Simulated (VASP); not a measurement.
# Mg2C (I4/mmm) in VASP: single point with PBE

Aim: the single point of Mg2C with PBE.

Everything below comes from runs of VASP 6.6.1. Logs are shortened: lines on timing, memory, paths and dates and some standing lists are left out, and cuts for length are marked.

## 1. The cell of the first run

The structure is tetragonal, space group I4/mmm (No. 139). The conventional cell has a = 4.063 Å, b = 4.063 Å, c = 5.440 Å, α = 90.00°, β = 90.00°, γ = 90.00°. Within 3.2 Å of C (site symmetry 4/mmm) lie 8 Mg at 2.44 Å. Within 3.2 Å of Mg (site symmetry -4m2) lie 4 C at 2.44 Å and 6 Mg at 2.72 to 2.87 Å.

## 2. Single point, PBE (epitaxial xy strain +6.0%)

Contents of INCAR:

```
SYSTEM = Mg2C
PREC     = Accurate       ! precision mode
ENCUT    = 840            ! plane-wave cutoff, eV
EDIFF    = 1E-6           ! SCF threshold, eV
ISMEAR   = -1             ! smearing method
SIGMA    = 0.02           ! smearing width, eV
LREAL    = .False.        ! projectors in reciprocal space
LASPH    = .True.         ! aspherical terms in the spheres
NELM     = 120            ! most SCF steps
ALGO     = Normal         ! electronic algorithm
ISIF     = 2              ! what is computed and relaxed
LWAVE    = .False.        ! write WAVECAR
LCHARG   = .False.        ! write CHGCAR
GGA      = PE             ! functional
NBANDS   = 19             ! bands
GGA_COMPAT= .False.
```

Contents of KPOINTS:

```
regular mesh
0
Gamma
  8 8 8
  0 0 0
```

Contents of POSCAR:

```
Mg2C
1.0
    0.0000000000      2.8727858924      2.7199853218
    2.8727858924      0.0000000000      2.7199853218
    2.8727858924      2.8727858924      0.0000000000
C Mg
1 2
Direct
    0.0000000000      0.0000000000      0.0000000000
    0.2500000000      0.2500000000      0.2500000000
    0.7500000000      0.7500000000      0.7500000000
```

Potentials or basis: VASP PAW PBE potentials, release 64 (C, Mg_sv).

Command:

```sh
cat potpaw_PBE.64/C/POTCAR potpaw_PBE.64/Mg_sv/POTCAR > POTCAR
mpirun -np 1 vasp_std > vasp.out
```

OUTCAR:

```text
SYSTEM = Mg2C
   PREC = Accurate
   ENCUT = 840
   EDIFF = 1E-6
   ISMEAR = -1
   LREAL = .False.
   LASPH = .True.
   NELM = 120
   ISIF = 2
   GGA = PE

 ion  position               nearest neighbor table
   1  0.000  0.000  0.000-
   2  0.250  0.250  0.250-
   3  0.750  0.750  0.750-

  LATTYP: Found a body centered tetragonal cell.
 ALAT       =     4.0627327708
 C/A-ratio  =     1.3389929760

  Lattice vectors:

 A1 = (   0.0000000000,  -2.8727858924,  -2.7199853218)
 A2 = (   0.0000000000,   2.8727858924,  -2.7199853218)
 A3 = (   2.8727858924,   0.0000000000,   2.7199853218)

Analysis of symmetry for initial positions (statically):
=====================================================================
 Subroutine PRICEL returns:
 Original cell was already a primitive cell.

 Routine SETGRP: Setting up the symmetry group for a
 body centered tetragonal supercell.

 Subroutine GETGRP returns: Found 16 space group operations
 (whereof 16 operations were pure point group operations)
 out of a pool of 16 trial point group operations.

The static configuration has the point symmetry D_4h.

Analysis of symmetry for dynamics (positions and initial velocities):
=====================================================================
 Subroutine PRICEL returns:
 Original cell was already a primitive cell.

 Routine SETGRP: Setting up the symmetry group for a
 body centered tetragonal supercell.

 Subroutine GETGRP returns: Found 16 space group operations
 (whereof 16 operations were pure point group operations)
 out of a pool of 16 trial point group operations.

The dynamic configuration has the point symmetry D_4h.

 Subroutine INISYM returns: Found 16 space group operations
 (whereof 16 operations are pure point group operations),
 and found     1 'primitive' translations

----------------------------------------------------------------------------------------

                                     Primitive cell

  volume of cell :      44.8955

  direct lattice vectors                    reciprocal lattice vectors
     0.000000000  2.872785892  2.719985322    -0.174047081  0.174047081  0.183824521
     2.872785892  0.000000000  2.719985322     0.174047081 -0.174047081  0.183824521
     2.872785892  2.872785892  0.000000000     0.174047081  0.174047081 -0.183824521

  length of vectors
     3.956162147  3.956162147  4.062732771     0.307207141  0.307207141  0.307207141

  position of ions in fractional coordinates (direct lattice)
     0.000000000  0.000000000  0.000000000
     0.250000000  0.250000000  0.250000000
     0.750000000  0.750000000  0.750000000

  ion indices of the primitive-cell ions
   primitive index   ion index
                 1           1
                 2           2
                 3           3

----------------------------------------------------------------------------------------

 KPOINTS: regular mesh

Automatic generation of k-mesh.
 Grid dimensions read from file:
 generate k-points for:    8    8    8

 Generating k-lattice:

  Cartesian coordinates                     Fractional coordinates (reciprocal lattice)
    -0.021755885  0.021755885  0.022978065     0.125000000 -0.000000000  0.000000000
     0.021755885 -0.021755885  0.022978065    -0.000000000  0.125000000  0.000000000
     0.021755885  0.021755885 -0.022978065     0.000000000  0.000000000  0.125000000

  Length of vectors
     0.038400893  0.038400893  0.038400893

  Shift w.r.t. Gamma in fractional coordinates (k-lattice)
     0.000000000  0.000000000  0.000000000

 Subroutine IBZKPT returns following result:
 ===========================================

 Found     59 irreducible k-points:

 Following reciprocal coordinates:
            Coordinates               Weight
  0.000000  0.000000  0.000000      1.000000
  0.125000  0.000000  0.000000      8.000000
  0.250000  0.000000  0.000000      8.000000
  0.375000  0.000000  0.000000      8.000000
  0.500000  0.000000  0.000000      4.000000
  0.125000  0.125000  0.000000      2.000000
[... 16 lines left out ...]
  0.250000  0.000000  0.125000     16.000000
  0.375000  0.000000  0.125000     16.000000
 [... further k-points ...]
   k-points           NKPTS =     59   k-points in BZ     NKDIM =     59   number of bands    NBANDS=     19
   number of dos      NEDOS =    301   number of ions     NIONS =      3
   total plane-waves  NPLWV =  64000
   dimension x,y,z NGX =    40 NGY =   40 NGZ =   40
   dimension x,y,z NGXF=    80 NGYF=   80 NGZF=   80
   ions per type =               1   2
   NGX,Y,Z   is equivalent  to a cutoff of  16.81, 16.81, 16.37 a.u.
   NGXF,Y,Z  is equivalent  to a cutoff of  33.62, 33.62, 32.74 a.u.
 SYSTEM =  Mg2C
   PREC   = accura    normal or accurate (medium, high low for compatibility)
   ISTART =      0    job   : 0-new  1-cont  2-samecut
   ICHARG =      2    charge: 1-file 2-atom 10-const
   ISPIN  =      1    spin polarized calculation?
   LNONCOLLINEAR =      F non collinear calculations
   LSORBIT =      F    spin-orbit coupling
   LASPH  =      T    aspherical Exc in radial PAW
   ENCUT  =  840.0 eV  61.74 Ry    7.86 a.u.   9.35  9.35  9.60*2*pi/ulx,y,z
   NELM   =    120;   NELMIN=  2; NELMDL= -5     # of ELM steps
   EDIFF  = 0.1E-05   stopping-criterion for ELM
   LREAL  =      F    real-space projection
   EDIFFG = 0.1E-04   stopping-criterion for IOM
   NSW    =      0    number of steps for IOM
   IBRION =     -1    ionic relax: 0-MD 1-quasi-New 2-CG
   NFREE  =      0    steps in history (QN), initial steepest desc. (CG)
   ISIF   =      2    stress and relaxation
   ISYM   =      2    0-nonsym 1-usesym 2-fastsym
   POTIM  = 0.5000    time-step for ionic-motion
   TEBEG  =    0.0;   TEEND  =   0.0 temperature during run
   PSTRESS=    0.0 pullay stress
   NELECT =      24.0000    total number of electrons
   NUPDOWN=      -1.0000    fix difference up-down
   EMIN   =  10.00;   EMAX   =-10.00  energy-range for DOS
   EFERMI =   0.00;   METHOD = LEGACY
   ISMEAR =    -1;   SIGMA  =   0.02  broadening in eV -4-tet -1-fermi 0-gaus
   EFERMI_NEDOS =   21; number of points for ismear=-14 and -15
   IALGO  =     38    algorithm
   IMIX   =      4    mixing-type and parameters
     AMIX     =   0.40;   BMIX     =  1.00
     AMIX_MAG =   1.60;   BMIX_MAG =  1.00
  volume/ion in A,a.u.               =      14.97       100.99
  Fermi-wavevector in a.u.,A,eV,Ry     =   1.328651  2.510786 24.018544  1.765313
  Thomas-Fermi vector in A             =   2.457872
   LORBIT       =      0    0 simple, 1 ext, 2 COOP (PROOUT), +10 PAW based schemes
   GGA     = PE    functional components
   LHFCALC =     F    Hartree Fock is set to
   AEXX    =    0.0000 exact exchange contribution
   IVDW    =     0    specifies the selected vdW correction
   LEPSILON=     F    determine dielectric tensor
   LRPA    =     F    only Hartree local field effects (RPA)
 non-spin polarized calculation
  energy-cutoff  :      840.00
  volume of cell :       44.90
 maximum number of plane-waves:      2513
 NGX is ok and might be reduce to    40
   NGX = 19   NGY = 19   NGZ = 19

 number of electron      23.9999997 magnetization

 Free energy of the ion-electron system (eV)
  ---------------------------------------------------
  ext. energy  EPLUGINS =         0.00000000
  ---------------------------------------------------
  free energy    TOTEN  =       -11.30858335 eV

  energy without entropy =      -11.30858334  energy(sigma->0) =      -11.30858335

 E-fermi :   3.2642     XC(G=0):  -9.7627

 val. band max:        3.0229021591   @ k =   0.0000   0.0000   0.0000
 cond. band min:       3.5050052454   @ k =   0.5000   0.5000   0.0000
 fundamental gap:      0.4821030863
 Fermi energy:         3.2642244437

 k-point     1 :       0.0000    0.0000    0.0000
  band No.  band energies     occupation
      1     -72.0782      2.00000
      2     -72.0606      2.00000
      3     -38.8914      2.00000
      4     -38.8352      2.00000
      5     -38.8352      2.00000
      6     -38.8111      2.00000
[... 11 lines left out ...]
     18      12.2490      0.00000
     19      12.2491      0.00000

 k-point     2 :       0.1250    0.0000    0.0000
  band No.  band energies     occupation
      1     -72.0775      2.00000
      2     -72.0614      2.00000
      3     -38.8887      2.00000
      4     -38.8341      2.00000
      5     -38.8339      2.00000
      6     -38.8143      2.00000
[... 11 lines left out ...]
     18      11.1433      0.00000
     19      12.5949      0.00000

 k-point     3 :       0.2500    0.0000    0.0000
  band No.  band energies     occupation
      1     -72.0755      2.00000
      2     -72.0632      2.00000
      3     -38.8804      2.00000
      4     -38.8305      2.00000
      5     -38.8300      2.00000
      6     -38.8235      2.00000
[... 11 lines left out ...]
     18      11.0920      0.00000
     19      12.2022      0.00000

 k-point     4 :       0.3750    0.0000    0.0000
  band No.  band energies     occupation
      1     -72.0726      2.00000
      2     -72.0660      2.00000
      3     -38.8678      2.00000
      4     -38.8371      2.00000
      5     -38.8251      2.00000
      6     -38.8242      2.00000
[... 11 lines left out ...]
     18      12.5185      0.00000
     19      12.6849      0.00000

 k-point     5 :       0.5000    0.0000    0.0000
  band No.  band energies     occupation
      1     -72.0692      2.00000
      2     -72.0692      2.00000
      3     -38.8527      2.00000
      4     -38.8526      2.00000
      5     -38.8184      2.00000
      6     -38.8179      2.00000
[... 11 lines left out ...]
     18      13.4260      0.00000
     19      13.5989      0.00000
[... 334 lines left out ...]
      2     -72.0689      2.00000
      3     -38.9051      2.00000
      4     -38.8462      2.00000
      5     -38.8462      2.00000
      6     -38.8024      2.00000
[... 11 lines left out ...]
     18      14.9988      0.00000
     19      15.4462      0.00000

 k-point    22 :       0.1250    0.0000    0.1250
  band No.  band energies     occupation
      1     -72.0775      2.00000
      2     -72.0613      2.00000
      3     -38.8925      2.00000
      4     -38.8362      2.00000
      5     -38.8278      2.00000
      6     -38.8105      2.00000
[... 11 lines left out ...]
     18      12.3884      0.00000
     19      12.8153      0.00000

 k-point    23 :       0.2500    0.0000    0.1250
  band No.  band energies     occupation
      1     -72.0762      2.00000
      2     -72.0625      2.00000
      3     -38.8904      2.00000
      4     -38.8357      2.00000
      5     -38.8203      2.00000
      6     -38.8144      2.00000
[... 11 lines left out ...]
     18      12.0508      0.00000
     19      13.3993      0.00000

 k-point    24 :       0.3750    0.0000    0.1250
  band No.  band energies     occupation
      1     -72.0739      2.00000
      2     -72.0647      2.00000
      3     -38.8827      2.00000
      4     -38.8324      2.00000
      5     -38.8234      2.00000
      6     -38.8216      2.00000
[... 11 lines left out ...]
     18      12.6063      0.00000
     19      13.4261      0.00000

 [... further k-points ...]

------------------------ aborting loop because EDIFF is reached ----------------------------------------

  FORCE on cell =-STRESS in cart. coord.  units (eV):
  Direction    XX          YY          ZZ          XY          YZ          ZX
  --------------------------------------------------------------------------------------
  -------------------------------------------------------------------------------------
  Total       -3.2750481     -3.2750481      0.3077009      0.0000000      0.0000000     -0.0000000
  in kB     -116.8759596   -116.8759596     10.9808596      0.0000000      0.0000000     -0.0000000
  external PRESSURE =     -74.2570199 kB  Pullay stress =       0.0000000 kB

 VOLUME and BASIS-vectors are now :
 -----------------------------------------------------------------------------
  energy-cutoff  :      840.00
  volume of cell :       44.90
      direct lattice vectors                 reciprocal lattice vectors
     0.000000000  2.872785892  2.719985322    -0.174047081  0.174047081  0.183824521
     2.872785892  0.000000000  2.719985322     0.174047081 -0.174047081  0.183824521
     2.872785892  2.872785892  0.000000000     0.174047081  0.174047081 -0.183824521

 POSITION                                       TOTAL-FORCE (eV/Angst)
 -----------------------------------------------------------------------------------
      0.00000      0.00000      0.00000        -0.000000      0.000000      0.000000
      1.43639      1.43639      1.35999        -0.000000     -0.000000     -0.000000
      4.30918      4.30918      4.07998         0.000000     -0.000000      0.000000
 -----------------------------------------------------------------------------------
    total drift:                                0.000000     -0.000000      0.000000

  FREE ENERGIE OF THE ION-ELECTRON SYSTEM (eV)
  ---------------------------------------------------
  free  energy   TOTEN  =       -11.3085833548 eV

  energy  without entropy=      -11.3085833427  energy(sigma->0) =      -11.30858335
```

Run time: 57 s. Hardware: 1 thread of Intel Xeon Platinum 8488C (Sapphire Rapids), shared host; peak memory 0.27 GiB.

What came out:

- Free energy: -11.3086 eV
- Pressure: -7.4 GPa
- Band gap on the k mesh: 0.48 eV (least direct gap 0.62 eV)

Stress tensor (GPa, compression positive):
```
-11.69   0.00   0.00
  0.00 -11.69   0.00
  0.00   0.00   1.10
```

Caveat: the cell differs from its parent crystal (epitaxial xy strain +6.0%); the stress differs along the axes, from -12 to 1 GPa; the structure was generated, so it needn't be the stable form of Mg2C; semilocal functionals underestimate gaps, and a narrow one can read as zero.
